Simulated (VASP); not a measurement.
# Co (P6_3/mmc) in VASP: further runs

The runs below take Co through density of states, vibrations by perturbation theory, with PBE+D3(BJ), SVWN5, PBE.

All numbers are computed with VASP 6.6.1; they aren't measurements. Logs are shortened: lines on timing, memory, paths and dates and some standing lists are left out, and cuts for length are marked.

## 1. The cell of the first run

The structure is hexagonal, space group P6_3/mmc (No. 194). Conventional cell: a = 2.472 Å, b = 2.472 Å, c = 4.021 Å, α = 90.00°, β = 90.00°, γ = 120.00°. Within 3.3 Å of Co (site symmetry -6m2) lie 12 Co at 2.47 Å.

## 2. Density of states, PBE+D3(BJ), collinear spin, ferrimagnetic start

Contents of POSCAR:

```
Co
1.0
    2.4719999032      0.0000000000      0.0000000000
   -1.2359999516      2.1408147143      0.0000000000
    0.0000000000      0.0000000000      4.0211440800
Co
2
Direct
    0.6666666667      0.3333333333      0.7500000000
    0.3333333333      0.6666666667      0.2500000000
```

Contents of INCAR.step1:

```
SYSTEM = Co
ALGO = Normal
EDIFF = 1E-6
ENCUT = 520
GGA = PE
ISIF = 2
ISMEAR = -1
ISPIN = 2
IVDW = 12
LASPH = .TRUE.
LCHARG = .TRUE.
LMAXMIX = 4
LREAL = .FALSE.
LWAVE = .FALSE.
MAGMOM = 2.5 -1.5
NBANDS = 20
NELM = 150
NUPDOWN = 1.0
PREC = Accurate
SIGMA = 0.025
```

Contents of KPOINTS.step1:

```
k-points
0
G
  12 12 7
  0 0 0
```

Contents of INCAR.step2:

```
SYSTEM = Co
ALGO = Normal
EDIFF = 1E-6
ENCUT = 520
GGA = PE
ICHARG = 11
ISIF = 2
ISMEAR = -5
ISPIN = 2
IVDW = 12
LASPH = .TRUE.
LCHARG = .FALSE.
LMAXMIX = 4
LORBIT = 10
LREAL = .FALSE.
LWAVE = .FALSE.
MAGMOM = 2.5 -1.5
NBANDS = 20
NEDOS = 1001
NELM = 150
NUPDOWN = 1.0
PREC = Accurate
SIGMA = 0.025
```

Contents of KPOINTS.step2:

```
k-points
0
G
  18 18 11
  0 0 0
```

Potentials or basis: VASP PAW PBE potentials, release 64 (Co).

Launch:

```bash
cat potpaw_PBE.64/Co/POTCAR > POTCAR
cp INCAR.step1 INCAR
cp KPOINTS.step1 KPOINTS
mpirun -np 1 vasp_std > vasp.out
cp INCAR.step2 INCAR
cp KPOINTS.step2 KPOINTS
mpirun -np 1 vasp_std > vasp.out
```

OUTCAR:

```text
SYSTEM = Co
   EDIFF = 1E-6
   ENCUT = 520
   GGA = PE
   ICHARG = 11
   ISIF = 2
   ISMEAR = -5
   ISPIN = 2
   IVDW = 12
   LASPH = .TRUE.
   LORBIT = 10
   LREAL = .FALSE.
   NELM = 150
   NUPDOWN = 1.0
   PREC = Accurate
 IVDW          = 12

 ion  position               nearest neighbor table
   1  0.667  0.333  0.750-   2 2.47   2 2.47   2 2.47   2 2.47   2 2.47   2 2.47
   2  0.333  0.667  0.250-   1 2.47   1 2.47   1 2.47   1 2.47   1 2.47   1 2.47

  LATTYP: Found a hexagonal cell.
 ALAT       =     2.4719999032
 C/A-ratio  =     1.6266764715

  Lattice vectors:

 A1 = (   2.4719999032,   0.0000000000,   0.0000000000)
 A2 = (  -1.2359999516,   2.1408147143,   0.0000000000)
 A3 = (   0.0000000000,   0.0000000000,   4.0211440800)

Analysis of symmetry for initial positions (statically):
=====================================================================
 Subroutine PRICEL returns:
 Original cell was already a primitive cell.

 Routine SETGRP: Setting up the symmetry group for a
 hexagonal supercell.

 Subroutine GETGRP returns: Found 24 space group operations
 (whereof 12 operations were pure point group operations)
 out of a pool of 24 trial point group operations.

The static configuration has the point symmetry D_3d.
 The point group associated with its full space group is D_6h.

Analysis of symmetry for dynamics (positions and initial velocities):
=====================================================================
 Subroutine PRICEL returns:
 Original cell was already a primitive cell.

 Routine SETGRP: Setting up the symmetry group for a
 hexagonal supercell.

 Subroutine GETGRP returns: Found 24 space group operations
 (whereof 12 operations were pure point group operations)
 out of a pool of 24 trial point group operations.

The dynamic configuration has the point symmetry D_3d.
 The point group associated with its full space group is D_6h.

Analysis of structural, dynamic, and magnetic symmetry:
=====================================================================
 Subroutine PRICEL returns:
 Original cell was already a primitive cell.

 Routine SETGRP: Setting up the symmetry group for a
 hexagonal supercell.

 Subroutine GETGRP returns: Found 12 space group operations
 (whereof  6 operations were pure point group operations)
 out of a pool of 24 trial point group operations.

The overall configuration has the point symmetry C_3v.
 The point group associated with its full space group is D_3h.

 Subroutine INISYM returns: Found 12 space group operations
 (whereof  6 operations are pure point group operations),
 and found     1 'primitive' translations

----------------------------------------------------------------------------------------

                                     Primitive cell

  volume of cell :      21.2803

  direct lattice vectors                    reciprocal lattice vectors
     2.471999903  0.000000000  0.000000000     0.404530760  0.233555943  0.000000000
    -1.235999952  2.140814714  0.000000000     0.000000000  0.467111887  0.000000000
     0.000000000  0.000000000  4.021144080     0.000000000  0.000000000  0.248685444

  length of vectors
     2.471999903  2.471999903  4.021144080     0.467111887  0.467111887  0.248685444

  position of ions in fractional coordinates (direct lattice)
     0.666666667  0.333333333  0.750000000
     0.333333333  0.666666667  0.250000000

  ion indices of the primitive-cell ions
   primitive index   ion index
                 1           1
                 2           2

----------------------------------------------------------------------------------------

 KPOINTS: k-points

Automatic generation of k-mesh.
 Grid dimensions read from file:
 generate k-points for:   18   18   11

 Generating k-lattice:

  Cartesian coordinates                     Fractional coordinates (reciprocal lattice)
     0.022473931  0.012975330  0.000000000     0.055555556 -0.000000000  0.000000000
     0.000000000  0.025950660  0.000000000     0.000000000  0.055555556  0.000000000
     0.000000000  0.000000000  0.022607768     0.000000000  0.000000000  0.090909091

  Length of vectors
     0.025950660  0.025950660  0.022607768

  Shift w.r.t. Gamma in fractional coordinates (k-lattice)
     0.000000000  0.000000000  0.000000000

 TETIRR: Found   3464 inequivalent tetrahedra from    21384

 Subroutine IBZKPT returns following result:
 ===========================================

 Found    222 irreducible k-points:

 Following reciprocal coordinates:
            Coordinates               Weight
  0.000000  0.000000  0.000000      1.000000
  0.055556  0.000000  0.000000      6.000000
  0.111111  0.000000  0.000000      6.000000
  0.166667  0.000000  0.000000      6.000000
  0.222222  0.000000  0.000000      6.000000
  0.277778  0.000000  0.000000      6.000000
[... 16 lines left out ...]
  0.333333  0.111111  0.000000     12.000000
  0.388889  0.111111  0.000000     12.000000
 [... further k-points ...]
   k-points           NKPTS =    222   k-points in BZ     NKDIM =    222   number of bands    NBANDS=     20
   number of dos      NEDOS =   1001   number of ions     NIONS =      2
   total plane-waves  NPLWV =   9720
   dimension x,y,z NGX =    18 NGY =   18 NGZ =   30
   dimension x,y,z NGXF=    36 NGYF=   36 NGZF=   60
   ions per type =               2
   NGX,Y,Z   is equivalent  to a cutoff of  12.11, 12.11, 12.40 a.u.
   NGXF,Y,Z  is equivalent  to a cutoff of  24.21, 24.21, 24.81 a.u.
 SYSTEM =  Co
   PREC   = accura    normal or accurate (medium, high low for compatibility)
   ISTART =      0    job   : 0-new  1-cont  2-samecut
   ICHARG =     11    charge: 1-file 2-atom 10-const
   ISPIN  =      2    spin polarized calculation?
   LNONCOLLINEAR =      F non collinear calculations
   LSORBIT =      F    spin-orbit coupling
   LASPH  =      T    aspherical Exc in radial PAW
   ENCUT  =  520.0 eV  38.22 Ry    6.18 a.u.   4.60  4.60  7.48*2*pi/ulx,y,z
   NELM   =    150;   NELMIN=  2; NELMDL=  0     # of ELM steps
   EDIFF  = 0.1E-05   stopping-criterion for ELM
   LREAL  =      F    real-space projection
   EDIFFG = 0.1E-04   stopping-criterion for IOM
   NSW    =      0    number of steps for IOM
   IBRION =     -1    ionic relax: 0-MD 1-quasi-New 2-CG
   NFREE  =      0    steps in history (QN), initial steepest desc. (CG)
   ISIF   =      2    stress and relaxation
   ISYM   =      2    0-nonsym 1-usesym 2-fastsym
   POTIM  = 0.5000    time-step for ionic-motion
   TEBEG  =    0.0;   TEEND  =   0.0 temperature during run
   PSTRESS=    0.0 pullay stress
   NELECT =      18.0000    total number of electrons
   NUPDOWN=       1.0000    fix difference up-down
   EMIN   =  10.00;   EMAX   =-10.00  energy-range for DOS
   EFERMI =   0.00;   METHOD = LEGACY
   ISMEAR =    -5;   SIGMA  =   0.03  broadening in eV -4-tet -1-fermi 0-gaus
   EFERMI_NEDOS =   21; number of points for ismear=-14 and -15
   IALGO  =     38    algorithm
   IMIX   =      4    mixing-type and parameters
     AMIX     =   0.40;   BMIX     =  1.00
     AMIX_MAG =   1.60;   BMIX_MAG =  1.00
  volume/ion in A,a.u.               =      10.64        71.80
  Fermi-wavevector in a.u.,A,eV,Ry     =   1.548246  2.925761 32.614055  2.397065
  Thomas-Fermi vector in A             =   2.653224
   LORBIT       =     10    0 simple, 1 ext, 2 COOP (PROOUT), +10 PAW based schemes
   GGA     = PE    functional components
   LHFCALC =     F    Hartree Fock is set to
   AEXX    =    0.0000 exact exchange contribution
   IVDW    =    12    specifies the selected vdW correction
   LEPSILON=     F    determine dielectric tensor
   LRPA    =     F    only Hartree local field effects (RPA)
 spin polarized calculation
 Fermi weights with tetrahedron method with Bloechl corrections
  energy-cutoff  :      520.00
  volume of cell :       21.28
 maximum number of plane-waves:       585

 number of electron      17.9999990 magnetization       0.9999999

 Free energy of the ion-electron system (eV)
  ---------------------------------------------------
  ext. energy  EPLUGINS =         0.00000000
  ---------------------------------------------------
  free energy    TOTEN  =       -13.68146021 eV

  energy without entropy =      -13.68146021  energy(sigma->0) =      -13.68146021

 E-fermi :  10.5716     XC(G=0): -13.5333

 val. band max:       10.6058568297   @ k =   0.5000   0.0000   0.2727
 cond. band min:      10.3006322834   @ k =   0.0000   0.0000   0.1818
 fundamental gap:     -0.3052245463
 Fermi energy:        10.3340762877

 spin component 1

 k-point     1 :       0.0000    0.0000    0.0000
  band No.  band energies     occupation
      1       1.5141      1.00000
      2       5.5801      1.00000
      3       8.2778      1.00000
      4       8.2778      1.00000
      5       8.3374      1.00000
      6       8.8775      1.00000
[... 12 lines left out ...]
     19      36.9677      0.00000
     20      36.9678      0.00000
[... 507 lines left out ...]
 k-point    24 :       0.3889    0.1111    0.0000
  band No.  band energies     occupation
      1       6.0268      1.00000
      2       6.3451      1.00000
      3       6.4134      1.00000
      4       7.8413      1.00000
      5       8.1064      1.00000
      6       8.4597      1.00000
[... 12 lines left out ...]
     19      33.5159      0.00000
     20      35.9649      0.00000

 [... further k-points ...]

 spin component 2

 k-point     1 :       0.0000    0.0000    0.0000
  band No.  band energies     occupation
      1       1.4897      1.00000
      2       5.8753      1.00000
      3       8.7983      1.00000
      4       8.7983      1.00000
      5       8.8444      1.00000
      6       9.3865      1.00000
[... 12 lines left out ...]
     19      37.0389      0.00000
     20      37.0390      0.00000
[... 507 lines left out ...]
 k-point    24 :       0.3889    0.1111    0.0000
  band No.  band energies     occupation
      1       6.2725      1.00000
      2       6.7042      1.00000
      3       6.8180      1.00000
      4       8.0928      1.00000
      5       8.6447      1.00000
      6       8.9314      1.00000
[... 12 lines left out ...]
     19      33.5956      0.00000
     20      36.0583      0.00000

 [... further k-points ...]

------------------------ aborting loop because EDIFF is reached ----------------------------------------

 Edisp (eV)   -0.85076

 E8    (eV) :    -0.3734

  FORCE on cell =-STRESS in cart. coord.  units (eV):
  Direction    XX          YY          ZZ          XY          YZ          ZX
  --------------------------------------------------------------------------------------
  -------------------------------------------------------------------------------------
  Total      -1.49375    -1.49375    -1.90511     0.00000     0.00000     0.00000
  in kB    -112.46332  -112.46332  -143.43433     0.00000     0.00000     0.00000
  external pressure =     -122.79 kB  Pullay stress =        0.00 kB

 VOLUME and BASIS-vectors are now :
 -----------------------------------------------------------------------------
  energy-cutoff  :      520.00
  volume of cell :       21.28
      direct lattice vectors                 reciprocal lattice vectors
     2.471999903  0.000000000  0.000000000     0.404530760  0.233555943  0.000000000
    -1.235999952  2.140814714  0.000000000     0.000000000  0.467111887  0.000000000
     0.000000000  0.000000000  4.021144080     0.000000000  0.000000000  0.248685444

 POSITION                                       TOTAL-FORCE (eV/Angst)
 -----------------------------------------------------------------------------------
      1.23600      0.71360      3.01586        -0.000000      0.000000     -0.000000
     -0.00000      1.42721      1.00529         0.000000     -0.000000      0.000000
 -----------------------------------------------------------------------------------
    total drift:                                0.000000     -0.000000     -0.000000

  FREE ENERGIE OF THE ION-ELECTRON SYSTEM (eV)
  ---------------------------------------------------
  free  energy   TOTEN  =       -14.5322202019 eV

  energy  without entropy=      -14.5322202019  energy(sigma->0) =      -14.53222020

 total charge

# of ion       s       p       d       tot
------------------------------------------
    1        0.491   0.534   7.290   8.314
    2        0.490   0.531   7.285   8.306
--------------------------------------------------
tot          0.981   1.065  14.575  16.621

 magnetization (x)

# of ion       s       p       d       tot
------------------------------------------
    1       -0.007  -0.021   1.001   0.974
    2       -0.007  -0.026   0.076   0.044
--------------------------------------------------
tot         -0.014  -0.047   1.078   1.017
```

Wall time 99 s (1 thread of AMD EPYC 9R14 (Zen 4), shared host); peak memory 0.21 GiB.

Results:

```
Net moment                                            : 1.00 μB per cell
Site moments                                          : Co +0.97, +0.04 μB
Valence electrons inside the program's atomic spheres : Co 8.31
Dispersion energy per atom                            : -0.425 eV
```

Caveat: the total moment is fixed, so each spin has its own Fermi level.

(Part 1 of 2 ends here.)
